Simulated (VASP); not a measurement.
# Y2CF2 (P-3m1) in VASP: a series of runs

The runs below take Y2CF2 through single point, relaxation of cell and atoms, with LDA.

Program: VASP 6.6.1. These are calculated values, not measurements. Logs are shortened: lines on timing, memory, paths and dates and some standing lists are left out, and cuts for length are marked.

## (1) The cell of the first run

Symmetry: P-3m1, No. 164, trigonal system. The conventional cell has a = 3.600 Å, b = 3.600 Å, c = 6.210 Å, α = 90.00°, β = 90.00°, γ = 120.00°. Within 3.1 Å of Y (site symmetry 3m) lie 4 F at 2.34 to 2.46 Å and 3 C at 2.47 Å. C (site symmetry -3m) has 6 Y at 2.47 Å and 6 F at 3.18 Å within 3.3 Å. F (site symmetry 3m) has 4 Y at 2.34 to 2.46 Å and 3 F at 2.50 Å and 3 C at 3.18 Å within 3.2 Å.

## (2) Single point, LDA

Input file INCAR:

```
SYSTEM = Y2CF2
  ALGO = Normal
  EDIFF = 1E-6
  ENCUT = 520
  ISIF = 2
  ISMEAR = 0
  LASPH = .TRUE.
  LCHARG = .TRUE.
  LELF = .TRUE.
  LREAL = .FALSE.
  LVHAR = .TRUE.
  LWAVE = .FALSE.
  NBANDS = 28
  NELM = 80
  PREC = Accurate
  SIGMA = 0.02
```

Input file KPOINTS:

```
k-points
0
G
  9 9 4
  0 0 0
```

Input file POSCAR:

```
Y2CF2
1.0
    3.6002956026      0.0000000000      0.0000000000
   -1.8001478013      3.1179474530      0.0000000000
    0.0000000000      0.0000000000      6.2102239647
Y C F
2 1 2
Direct
    0.3333333333      0.6666666667      0.2157122338
    0.6666666667      0.3333333333      0.7842877662
    0.0000000000      0.0000000000      0.0000000000
    0.3333333333      0.6666666667      0.6120896067
    0.6666666667      0.3333333333      0.3879103933
```

Potentials or basis: VASP PAW LDA potentials, release 64 (Y_sv, C, F).

The run is started by

```
cat potpaw_LDA.64/Y_sv/POTCAR potpaw_LDA.64/C/POTCAR potpaw_LDA.64/F/POTCAR > POTCAR
mpirun -np 1 vasp_std > vasp.out
```

OUTCAR:

```text
SYSTEM = Y2CF2
   EDIFF = 1E-6
   ENCUT = 520
   ISIF = 2
   ISMEAR = 0
   LASPH = .TRUE.
   LREAL = .FALSE.
   NELM = 80
   PREC = Accurate

 ion  position               nearest neighbor table
   1  0.333  0.667  0.216-   5 2.34   5 2.34   5 2.34   4 2.46   3 2.47   3 2.47   3 2.47   2 3.39
                             2 3.39   2 3.39   2 4.10   2 4.10   2 4.10
   2  0.667  0.333  0.784-   4 2.34   4 2.34   4 2.34   5 2.46   3 2.47   3 2.47   3 2.47   1 3.39
                             1 3.39   1 3.39   1 4.10   1 4.10   1 4.10
   3  0.000  0.000  0.000-   1 2.47   2 2.47   2 2.47   1 2.47   2 2.47   1 2.47
   4  0.333  0.667  0.612-   2 2.34   2 2.34   2 2.34   1 2.46
   5  0.667  0.333  0.388-   1 2.34   1 2.34   1 2.34   2 2.46

  LATTYP: Found a hexagonal cell.
 ALAT       =     3.6002956026
 C/A-ratio  =     1.7249205760

  Lattice vectors:

 A1 = (   3.6002956026,   0.0000000000,   0.0000000000)
 A2 = (  -1.8001478013,   3.1179474530,   0.0000000000)
 A3 = (   0.0000000000,   0.0000000000,   6.2102239647)

Analysis of symmetry for initial positions (statically):
=====================================================================
 Subroutine PRICEL returns:
 Original cell was already a primitive cell.

 Routine SETGRP: Setting up the symmetry group for a
 hexagonal supercell.

 Subroutine GETGRP returns: Found 12 space group operations
 (whereof 12 operations were pure point group operations)
 out of a pool of 24 trial point group operations.

The static configuration has the point symmetry D_3d.

Analysis of symmetry for dynamics (positions and initial velocities):
=====================================================================
 Subroutine PRICEL returns:
 Original cell was already a primitive cell.

 Routine SETGRP: Setting up the symmetry group for a
 hexagonal supercell.

 Subroutine GETGRP returns: Found 12 space group operations
 (whereof 12 operations were pure point group operations)
 out of a pool of 24 trial point group operations.

The dynamic configuration has the point symmetry D_3d.

 Subroutine INISYM returns: Found 12 space group operations
 (whereof 12 operations are pure point group operations),
 and found     1 'primitive' translations

----------------------------------------------------------------------------------------

                                     Primitive cell

  volume of cell :      69.7131

[... 89 lines left out ...]
   LNONCOLLINEAR =      F non collinear calculations
   LSORBIT =      F    spin-orbit coupling
   LASPH  =      T    aspherical Exc in radial PAW
   ENCUT  =  520.0 eV  38.22 Ry    6.18 a.u.   6.69  6.69 11.55*2*pi/ulx,y,z
   NELM   =     80;   NELMIN=  2; NELMDL= -5     # of ELM steps
   EDIFF  = 0.1E-05   stopping-criterion for ELM
   LREAL  =      F    real-space projection
   EDIFFG = 0.1E-04   stopping-criterion for IOM
   NSW    =      0    number of steps for IOM
   IBRION =     -1    ionic relax: 0-MD 1-quasi-New 2-CG
   NFREE  =      0    steps in history (QN), initial steepest desc. (CG)
   ISIF   =      2    stress and relaxation
   ISYM   =      2    0-nonsym 1-usesym 2-fastsym
   POTIM  = 0.5000    time-step for ionic-motion
   TEBEG  =    0.0;   TEEND  =   0.0 temperature during run
   PSTRESS=    0.0 pullay stress
   NELECT =      40.0000    total number of electrons
   NUPDOWN=      -1.0000    fix difference up-down
   EMIN   =  10.00;   EMAX   =-10.00  energy-range for DOS
   EFERMI =   0.00;   METHOD = LEGACY
   ISMEAR =     0;   SIGMA  =   0.02  broadening in eV -4-tet -1-fermi 0-gaus
   EFERMI_NEDOS =   21; number of points for ismear=-14 and -15
   IALGO  =     38    algorithm
   IMIX   =      4    mixing-type and parameters
     AMIX     =   0.40;   BMIX     =  1.00
     AMIX_MAG =   1.60;   BMIX_MAG =  1.00
  volume/ion in A,a.u.               =      13.94        94.09
  Fermi-wavevector in a.u.,A,eV,Ry     =   1.360369  2.570725 25.178997  1.850604
  Thomas-Fermi vector in A             =   2.487037
   LORBIT       =      0    0 simple, 1 ext, 2 COOP (PROOUT), +10 PAW based schemes
   GGA     = CA    functional components
   LHFCALC =     F    Hartree Fock is set to
   AEXX    =    0.0000 exact exchange contribution
   IVDW    =     0    specifies the selected vdW correction
   LEPSILON=     F    determine dielectric tensor
   LRPA    =     F    only Hartree local field effects (RPA)
 non-spin polarized calculation
 Gauss-broadening in eV      SIGMA  =   0.02
  energy-cutoff  :      520.00
  volume of cell :       69.71
 maximum number of plane-waves:      1919
 NGX is ok and might be reduce to    28
   NGX = 13   NGY = 13   NGZ = 23

 number of electron      40.0000007 magnetization

 Free energy of the ion-electron system (eV)
  ---------------------------------------------------
  ext. energy  EPLUGINS =         0.00000000
  ---------------------------------------------------
  free energy    TOTEN  =       -41.32459105 eV

  energy without entropy =      -41.32459105  energy(sigma->0) =      -41.32459105

 E-fermi :   4.1090     XC(G=0): -11.2635

 val. band max:        3.9534548126   @ k =   0.0000   0.0000   0.5000
 cond. band min:       5.0068554890   @ k =   0.4444   0.0000   0.0000
 fundamental gap:      1.0534006764
 Fermi energy:         4.1090373210

 k-point     1 :       0.0000    0.0000    0.0000
  band No.  band energies     occupation
      1     -37.1762      2.00000
      2     -37.0899      2.00000
      3     -21.3741      2.00000
      4     -20.2769      2.00000
      5     -17.1570      2.00000
      6     -17.1570      2.00000
[... 733 lines left out ...]
     27      10.0039      0.00000
     28      10.6305      0.00000

 [... further k-points ...]
[... 5 lines left out ...]
  --------------------------------------------------------------------------------------
  -------------------------------------------------------------------------------------
  Total        0.0338914      0.0338914      0.0211274     -0.0000000     -0.0000000      0.0000000
  in kB        0.7789064      0.7789064      0.4855597     -0.0000000     -0.0000000      0.0000000
  external PRESSURE =       0.6811242 kB  Pullay stress =       0.0000000 kB

 VOLUME and BASIS-vectors are now :
 -----------------------------------------------------------------------------
  energy-cutoff  :      520.00
  volume of cell :       69.71
      direct lattice vectors                 reciprocal lattice vectors
     3.600295603  0.000000000  0.000000000     0.277754971  0.160361907  0.000000000
    -1.800147801  3.117947453  0.000000000     0.000000000  0.320723814  0.000000000
     0.000000000  0.000000000  6.210223965     0.000000000  0.000000000  0.161024788

 POSITION                                       TOTAL-FORCE (eV/Angst)
 -----------------------------------------------------------------------------------
     -0.00000      2.07863      1.33962        -0.000000      0.000000     -0.003448
      1.80015      1.03932      4.87060         0.000000     -0.000000      0.003448
      0.00000      0.00000      0.00000         0.000000      0.000000      0.000000
     -0.00000      2.07863      3.80121         0.000000     -0.000000     -0.003436
      1.80015      1.03932      2.40901        -0.000000      0.000000      0.003436
 -----------------------------------------------------------------------------------
    total drift:                               -0.000000      0.000000      0.000000

  FREE ENERGIE OF THE ION-ELECTRON SYSTEM (eV)
  ---------------------------------------------------
  free  energy   TOTEN  =       -41.3245910512 eV

  energy  without entropy=      -41.3245910512  energy(sigma->0) =      -41.32459105
```

stdout:

```text
POSCAR found type information on POSCAR Y C F
 POSCAR found :  3 types and       5 ions
 scaLAPACK will be used
 LDA part: xc-table for (Slater(with rela. corr.)+CA(PZ))
 , standard interpolation
 POSCAR, INCAR and KPOINTS ok, starting setup
 FFT: planning ... GRIDC
 FFT: planning ... GRID_SOFT
 FFT: planning ... GRID
 WAVECAR not read
 entering main loop
```

Wall time 91 s (1 thread of Intel Xeon Platinum 8259CL at 2.50GHz (Skylake/Cascade Lake), shared host); peak memory 0.22 GiB.

What came out:

| Property | Result |
| --- | --- |
| Free energy | -41.3246 eV |
| Pressure | 0.1 GPa |
| Largest force | 0.003 eV/Å |
| Band gap on the k mesh | 1.05 eV (least direct gap 1.19 eV) |

Forces on the atoms (eV/Å):
```
Y    0.000  0.000 -0.003
Y    0.000  0.000  0.003
C    0.000  0.000  0.000
F    0.000  0.000 -0.003
F    0.000  0.000  0.003
```

A k mesh can miss the band edges.

## (3) Relaxation of cell and atoms, LDA

This run uses another cell than the first one, of 15.02 Å³/atom.

Input file INCAR:

```
SYSTEM = Y2CF2
ALGO = Normal
EDIFF = 1E-6
EDIFFG = -0.005
ENCUT = 600
GGA = CA
IBRION = 2
ISIF = 3
ISMEAR = 0
LASPH = .TRUE.
LCHARG = .FALSE.
LREAL = .FALSE.
LWAVE = .FALSE.
NELM = 80
NSW = 70
PREC = Accurate
SIGMA = 0.02
```

KPOINTS is that of step 2.

Input file POSCAR:

```
Y2CF2
1.0
    3.6592257262      0.0000000000      0.0000000000
   -1.8296128631      3.1689824371      0.0000000000
    0.0000000000      0.0000000000      6.4746274084
Y C F
2 1 2
Direct
    0.3333333333      0.6666666667      0.2096756881
    0.6666666667      0.3333333333      0.7903243119
    0.0000000000      0.0000000000      0.0000000000
    0.3333333333      0.6666666667      0.6182228897
    0.6666666667      0.3333333333      0.3817771103
```

Potentials or basis: VASP PAW LDA potentials, release 64 (Y_sv, C, F).

The run is started by

```
cat potpaw_LDA.64/Y_sv/POTCAR potpaw_LDA.64/C/POTCAR potpaw_LDA.64/F/POTCAR > POTCAR
mpirun -np 1 vasp_std > vasp.out
```

It took 12 min on 1 thread of Intel Xeon Platinum 8259CL at 2.50GHz (Skylake/Cascade Lake), shared host; peak memory 0.27 GiB.

It converged, with:

* Free energy: -41.3409 eV
* Relaxed volume: 13.93 Å³/atom
* Relaxed cell: a = 3.599 Å, b = 3.599 Å, c = 6.209 Å, α = 90.00°, β = 90.00°, γ = 120.00°
* Space group after relaxing (to 0.1 Å): P-3m1 (No. 164)
* Energy gained by relaxing: 31.4 meV/atom
* Ionic steps: 15
* Pressure after relaxing: 0.0 GPa
* Largest force after relaxing: 0.004 eV/Å
* Band gap on the k mesh: 1.05 eV (least direct gap 1.19 eV)

Forces on the atoms (eV/Å):
```
Y    0.000  0.000  0.001
Y    0.000  0.000 -0.001
C    0.000  0.000  0.000
F    0.000  0.000 -0.004
F    0.000  0.000  0.004
```

The path:
| step | energy change (eV) | largest force (eV/Å) | pressure (GPa) | volume (Å³) |
| --- | --- | --- | --- | --- |
| 1 | 0.0000 | 0.2125 | -8.06 | 75.08 |
| 2 | -0.0734 | 0.4651 | 6.84 | 67.17 |
| 3 | -0.1332 | 0.3681 | 0.08 | 70.17 |
| 4 | -0.1433 | 0.1954 | 0.01 | 70.00 |
| 5 | -0.1446 | 0.2209 | -0.01 | 69.92 |
| 6 | -0.1525 | 0.1560 | -0.05 | 69.81 |
| 7 | -0.1563 | 0.0854 | 0.01 | 69.66 |
| 8 | -0.1569 | 0.0270 | 0.04 | 69.67 |
| 9 | -0.1569 | 0.0286 | 0.03 | 69.67 |
| 10 | -0.1570 | 0.0071 | -0.07 | 69.70 |
| 11 | -0.1570 | 0.0063 | -0.04 | 69.70 |
| 12 | -0.1570 | 0.0050 | -0.06 | 69.70 |
| 13 | -0.1570 | 0.0057 | -0.07 | 69.70 |
| 14 | -0.1570 | 0.0061 | -0.06 | 69.70 |
| 15 | -0.1570 | 0.0038 | 0.03 | 69.65 |

Final structure:
```
Y C F
1.0
     3.59897    0.00000    0.00000
    -1.79948    3.11680    0.00000
     0.00000    0.00000    6.20892
Y C F
2 1 2
Direct
  0.33333 0.66667 0.21571
  0.66667 0.33333 0.78429
  0.00000 0.00000 0.00000
  0.33333 0.66667 0.61203
  0.66667 0.33333 0.38797
```

Levels at points of the mesh, in eV from the valence-band top:
```csv
k point,band 16,band 17,band 18,band 19,band 20,band 21,band 22,band 23,band 24
"(0.00, 0.00, 0.00)",-6.26,-6.26,-1.34,-0.02,-0.02,2.95,2.95,3.02,4.27
"(0.00, 0.00, 0.50)",-6.21,-5.60,-1.54,0.00,0.00,3.11,3.11,3.34,4.38
```
